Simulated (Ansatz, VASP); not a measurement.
# Two plane-wave programs on Tl

```
Tl
1.0
     3.47808    0.00000    0.00000
    -1.73904    3.01211    0.00000
     0.00000    0.00000   11.28909
Tl
4
Direct
  0.00000 0.00000 0.00000
  0.00000 0.00000 0.50000
  0.33333 0.66667 0.25000
  0.66667 0.33333 0.75000
```

Alike in both runs: task single point; functional PBEsol; k mesh 12 × 12 × 4; occupations fermi-dirac, width 0.1 eV; no spin polarisation.

|  | VASP | Ansatz |
| --- | --- | --- |
| version | VASP 6.6.1 | Ansatz 0.2.0 |
| potentials or method | VASP PAW PBE potentials, release 64 (Tl_d), cutoff 520 eV | plane waves (420 eV) with PAW, scalar-relativistic |
| valence electrons in the cell | 52 | 52 |

|  | VASP | Ansatz | Ansatz less VASP |
| --- | --- | --- | --- |
| pressure (GPa) | -1.3 | -1.3 | +0.07 |

VASP's potentials were made for PBE, not for PBEsol, and Ansatz warns of the same on its side.

Neither program's run includes spin-orbit coupling.
